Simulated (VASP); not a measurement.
# Ta in VASP: a series of runs, part 3 of 3

VASP 6.6.1. The steps go on from the part before.

### Step 5. Electric field gradients, PBE (equal xy, yz and zx shear strains of -1 %)

The input, INCAR:

```
PREC = Accurate ; ENCUT = 520
EDIFF = 1E-8 ; ISMEAR = -1
SIGMA = 0.08 ; LREAL = False
LASPH = True ; NELM = 60
ALGO = Normal ; ISIF = 2
LWAVE = False ; LCHARG = False
GGA = PE ; LEFG = True
NBANDS = 12
```

The input, KPOINTS:

```
Automatic mesh
0
Gamma
  17 17 17
```

The input, POSCAR:

```
Ta
1.0
   -1.6677928000      1.6512800000      1.6512800000
    1.6512800000     -1.6677928000      1.6512800000
    1.6512800000      1.6512800000     -1.6677928000
Ta
1
Direct
    0.0000000000      0.0000000000      0.0000000000
```

Potentials or basis: VASP PAW PBE potentials, release 64 (Ta_pv).

Started as:

```console
$ cat potpaw_PBE.64/Ta_pv/POTCAR > POTCAR
$ mpirun -np 1 vasp_std > vasp.out
```

OUTCAR:

```text
PREC = Accurate
   ENCUT = 520
   EDIFF = 1E-8
   ISMEAR = -1
   LREAL = False
   LASPH = True
   NELM = 60
   ISIF = 2
   GGA = PE

 ion  position               nearest neighbor table
   1  0.000  0.000  0.000-

  LATTYP: Found a trigonal (rhomboedric) cell.
 ALAT       =     2.8696662002
 COS(alpha) =    -0.3377371610

  Lattice vectors:

 A1 = (  -1.6677928000,   1.6512800000,   1.6512800000)
[... 566 lines left out ...]
 -----------------------------------------------------------------------------------
    total drift:                               -0.000000      0.000000      0.000000

  FREE ENERGIE OF THE ION-ELECTRON SYSTEM (eV)
  ---------------------------------------------------
  free  energy   TOTEN  =       -11.8229572930 eV

  energy  without entropy=      -11.7953636789  energy(sigma->0) =      -11.80916049

 Electric field gradients (V/A^2)
---------------------------------------------------------------------
 ion       V_xx      V_yy      V_zz      V_xy      V_xz      V_yz
---------------------------------------------------------------------
   1       0.000     0.000    -0.000     7.538     7.538     7.538
---------------------------------------------------------------------

 Electric field gradients after diagonalization (V/A^2)
 (convention: |V_zz| > |V_xx| > |V_yy|)
----------------------------------------------------------------------
 ion       V_xx      V_yy      V_zz     asymmetry (V_yy - V_xx)/ V_zz
----------------------------------------------------------------------
   1      -7.538    -7.538    15.076       0.000
----------------------------------------------------------------------

           NMR quadrupolar parameters

 Cq : quadrupolar parameter    Cq=e*Q*V_zz/h
 eta: asymmetry parameters     (V_yy - V_xx)/ V_zz
 Q  : nuclear electric quadrupole moment in mb (millibarn)
----------------------------------------------------------------------
 ion       Cq(MHz)       eta       Q (mb)
----------------------------------------------------------------------
   1       0.036       0.000       1.000
----------------------------------------------------------------------
```

stdout:

```text
POSCAR found type information on POSCAR Ta
 POSCAR found :  1 types and       1 ions
 scaLAPACK will be used
 LDA part: xc-table for (Slater+PW92), standard interpolation
 POSCAR, INCAR and KPOINTS ok, starting setup
 FFT: planning ... GRIDC
 FFT: planning ... GRID_SOFT
 FFT: planning ... GRID
 WAVECAR not read
 entering main loop
ion   1
```

Run time: 54 s. Hardware: 1 thread of AMD EPYC 9R45 (Zen 5), shared host; peak memory 0.19 GiB.

Results:

```yaml
Free_energy: -11.8230 eV
Pressure: 3.3 GPa
```

Stress tensor (GPa, compression positive):
```
3.29 0.79 0.79
0.79 3.29 0.79
0.79 0.79 3.29
```

Electric field gradients, principal values (V/Å²):
```
atom   least  middle  greatest (by size)
1 Ta  -7.538  -7.538              15.076
```

Caveat: the cell differs from its parent crystal (equal xy, yz and zx shear strains of -1 %); without QUAD_EFG the Cq values of the log hold for a quadrupole moment of 1 mb, not for the nuclei; spin-orbit coupling is left out, which moves the levels of the heavy elements.

### Step 6. Electric field gradients, PBE (equal xy, yz and zx shear strains of -1 %)

The input, INCAR:

```
SYSTEM = Ta
ALGO = Normal
EDIFF = 1E-8
ENCUT = 520
GGA = PE
ISIF = 2
ISMEAR = -1
LASPH = .TRUE.
LCHARG = .FALSE.
LEFG = .TRUE.
LREAL = .FALSE.
LWAVE = .FALSE.
NBANDS = 12
NELM = 60
PREC = Accurate
SIGMA = 0.08
```

The input, KPOINTS:

```
k-points
0
G
  17 17 17
  0 0 0
```

POSCAR is that of step 5.

Potentials or basis: VASP PAW PBE potentials, release 64 (Ta_pv).

Started as:

```console
$ cat potpaw_PBE.64/Ta_pv/POTCAR > POTCAR
$ mpirun -np 1 vasp_std > vasp.out
```

OUTCAR:

```text
SYSTEM = Ta
   EDIFF = 1E-8
   ENCUT = 520
   GGA = PE
   ISIF = 2
   ISMEAR = -1
   LASPH = .TRUE.
   LREAL = .FALSE.
   NELM = 60
   PREC = Accurate

 ion  position               nearest neighbor table
   1  0.000  0.000  0.000-

  LATTYP: Found a trigonal (rhomboedric) cell.
 ALAT       =     2.8696662002
 COS(alpha) =    -0.3377371610

  Lattice vectors:

 A1 = (  -1.6677928000,   1.6512800000,   1.6512800000)
[... 567 lines left out ...]
    total drift:                               -0.000000      0.000000      0.000000

  FREE ENERGIE OF THE ION-ELECTRON SYSTEM (eV)
  ---------------------------------------------------
  free  energy   TOTEN  =       -11.8229572930 eV

  energy  without entropy=      -11.7953636789  energy(sigma->0) =      -11.80916049

 Electric field gradients (V/A^2)
---------------------------------------------------------------------
 ion       V_xx      V_yy      V_zz      V_xy      V_xz      V_yz
---------------------------------------------------------------------
   1       0.000     0.000    -0.000     7.538     7.538     7.538
---------------------------------------------------------------------

 Electric field gradients after diagonalization (V/A^2)
 (convention: |V_zz| > |V_xx| > |V_yy|)
----------------------------------------------------------------------
 ion       V_xx      V_yy      V_zz     asymmetry (V_yy - V_xx)/ V_zz
----------------------------------------------------------------------
   1      -7.538    -7.538    15.076       0.000
----------------------------------------------------------------------

           NMR quadrupolar parameters

 Cq : quadrupolar parameter    Cq=e*Q*V_zz/h
 eta: asymmetry parameters     (V_yy - V_xx)/ V_zz
 Q  : nuclear electric quadrupole moment in mb (millibarn)
----------------------------------------------------------------------
 ion       Cq(MHz)       eta       Q (mb)
----------------------------------------------------------------------
   1       0.036       0.000       1.000
----------------------------------------------------------------------
```

OSZICAR:

```text
N       E                     dE             d eps       ncg     rms          rms(c)
DAV:   1     0.608595125693E+02    0.60860E+02   -0.60870E+03 11792   0.874E+02
DAV:   2    -0.112427335918E+02   -0.72102E+02   -0.70246E+02 13120   0.245E+02
DAV:   3    -0.122793503574E+02   -0.10366E+01   -0.10255E+01 13952   0.275E+01
DAV:   4    -0.122821196359E+02   -0.27693E-02   -0.27689E-02 13060   0.157E+00
DAV:   5    -0.122821287537E+02   -0.91178E-05   -0.91179E-05 13980   0.862E-02    0.135E+01
DAV:   6    -0.119300193717E+02    0.35211E+00   -0.28347E-01 13944   0.576E+00    0.658E+00
DAV:   7    -0.118238447485E+02    0.10617E+00   -0.25620E-01 13724   0.508E+00    0.383E-01
DAV:   8    -0.118229911868E+02    0.85356E-03   -0.75698E-03 12632   0.728E-01    0.132E-01
DAV:   9    -0.118229642688E+02    0.26918E-04   -0.12645E-04 13804   0.122E-01    0.273E-02
DAV:  10    -0.118229576937E+02    0.65750E-05   -0.39382E-06 12976   0.201E-02    0.313E-03
DAV:  11    -0.118229574759E+02    0.21781E-06   -0.20583E-07 13400   0.463E-03    0.117E-03
DAV:  12    -0.118229573210E+02    0.15491E-06   -0.20580E-08 12788   0.161E-03    0.167E-04
DAV:  13    -0.118229573011E+02    0.19948E-07   -0.27904E-10  6640   0.188E-04    0.268E-05
DAV:  14    -0.118229572930E+02    0.81068E-08   -0.26851E-11  6260   0.639E-05
   1 F= -.11822957E+02 E0= -.11809160E+02  d E =-.275936E-01
```

Wall time 55 s (1 thread of AMD EPYC 9R45 (Zen 5), shared host); peak memory 0.19 GiB.

Results:

```yaml
Free_energy: -11.8230 eV
Pressure: 3.3 GPa
```

Stress tensor (GPa, compression positive):
```
3.29 0.79 0.79
0.79 3.29 0.79
0.79 0.79 3.29
```

Levels at points of the mesh, in eV from the Fermi level:
```tsv
k point	band 4	band 5	band 6	band 7	band 8	band 9
(0.00, 0.00, 0.00)	-7.92	0.57	0.81	0.81	4.01	4.01
```

Electric field gradients, principal values (V/Å²):
| atom | least | middle | greatest (by size) |
| --- | --- | --- | --- |
| 1 Ta | -7.538 | -7.538 | 15.076 |

Caveat: the cell differs from its parent crystal (equal xy, yz and zx shear strains of -1 %); without QUAD_EFG the Cq values of the log hold for a quadrupole moment of 1 mb, not for the nuclei; spin-orbit coupling is left out, which moves the levels of the heavy elements.

### Step 7. Overview

```csv
cell,gap on the mesh (eV),pressure (GPa)
"a = 2.879 Å, angles 109.2, 109.2, 110.0°, 1 atom",none,-0.7
"a = 2.889 Å, angles 110.3°, 1 atom",none,3.6
"a = 2.870 Å, angles 109.7°, 1 atom",none,3.3
```

Alike in all rows: task electric field gradients; level PBE; potentials or basis VASP PAW PBE potentials, release 64 (Ta_pv); no spin polarisation; k mesh 17 × 17 × 17; cutoff (eV) 520; smearing fermi-dirac 0.08 eV.

Caveats: spin-orbit coupling is left out, which moves the levels of the heavy elements.

Total energies depend on the potentials used, so only differences within one code and one set of settings carry meaning.
